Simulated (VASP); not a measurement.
Wanted: the native input for a VASP 6.6.1 run.

```yaml
Task: single point
Functional: LDA
Potentials_or_basis: VASP PAW LDA potentials, release 64 (Ni)
Cutoff: 520 eV
k_mesh: 19 × 19 × 19
Occupations: fermi-dirac, width 0.1 eV
Spin: collinear spin, ferromagnetic start
Starting_moments: "[1.0] μB"
Dipole_correction: no
Further_INCAR_settings: ALGO = Normal; EDIFF = 1e-07; NBANDS = 15
```

The structure of Ni lies in POSCAR:

```
Ni
1.0
    1.8856480341      0.0000000000      0.0000000000
    0.0000000000      1.8856480341      0.0000000000
    0.0000000000      0.0000000000      1.8856480341
Ni
1
Direct
    0.0000000000      0.0000000000      0.0000000000
```

This cell differs from its parent crystal: volume scaled by 0.58.

The input as run:

INCAR

```
SYSTEM = Ni
  PREC = Accurate
  ENCUT = 520
  EDIFF = 1E-7
  ISMEAR = -1
  SIGMA = 0.1
  LREAL = .False.
  LASPH = .True.
  NELM = 150
  ALGO = Normal
  ISIF = 2
  LWAVE = .False.
  LCHARG = .False.
  ISPIN = 2
  MAGMOM = 1
  LORBIT = 11
  LMAXMIX = 4
  NBANDS = 15
```

KPOINTS

```
Automatic mesh
0
Gamma
  19 19 19
  0 0 0
```

Potentials or basis: VASP PAW LDA potentials, release 64 (Ni).

The run is started by

```sh
$ cat potpaw_LDA.64/Ni/POTCAR > POTCAR
$ mpirun -np 1 vasp_std > vasp.out
```

It gave:

The pressure is 354.1 GPa and the band gap on the k mesh is zero (filled and empty bands overlap). The net moment is 0.00 μB per cell.

It took 17 s on 1 thread of Intel(R) Xeon(R) Platinum 8375C CPU @ 2.90GHz (Ice Lake), with other jobs on the host, peak memory 0.14 GiB.
